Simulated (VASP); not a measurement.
Here is a VASP 6.6.1 calculation.

File INCAR:

```
SYSTEM = Mg2CdN2
PREC = Accurate
ENCUT = 520
EDIFF = 1E-6
ISMEAR = 0
SIGMA = 0.01
LREAL = .False.
LASPH = .True.
NELM = 100
ALGO = Normal
ISIF = 2
LWAVE = .False.
LCHARG = .True.
GGA = RE
LELF = .True.
LVHAR = .True.
NBANDS = 21
```

KPOINTS

```
Automatic mesh
0
Gamma
  6 6 4
  0 0 0
```

POSCAR

```
Mg2CdN2
1.0
    3.5528800000      0.0000000000      0.0000000000
   -1.7764400000      3.0768900000      0.0000000000
    0.0000000000      0.0000000000      5.9838300000
Mg Cd N
2 1 2
Direct
    0.6666666667      0.3333333333      0.1534400000
    0.3333333333      0.6666666667      0.8465600000
    0.0000000000      0.0000000000      0.5000000000
    0.6666666667      0.3333333333      0.7722300000
    0.3333333333      0.6666666667      0.2277700000
```

Potentials or basis: VASP PAW PBE potentials, release 64 (Mg, Cd, N).

Command:

```console
$ cat potpaw_PBE.64/Mg/POTCAR potpaw_PBE.64/Cd/POTCAR potpaw_PBE.64/N/POTCAR > POTCAR
$ mpirun -np 1 vasp_std > vasp.out
```

Task: Predict the largest force.

Result: 0.015 eV/Å.

Task: What does it give for the band gap on the k mesh?

Result: 0.38 eV, indirect (least direct gap 0.70 eV).

Forces in eV/Å, atoms in the order of the input:
```
Mg   0.000  0.000  0.015
Mg   0.000  0.000 -0.015
Cd   0.000  0.000  0.000
N    0.000  0.000 -0.004
N    0.000  0.000  0.004
```

Caveat: the PAW data sets were made with another functional, which shifts forces and pressure a little. A k mesh can miss the band edges.
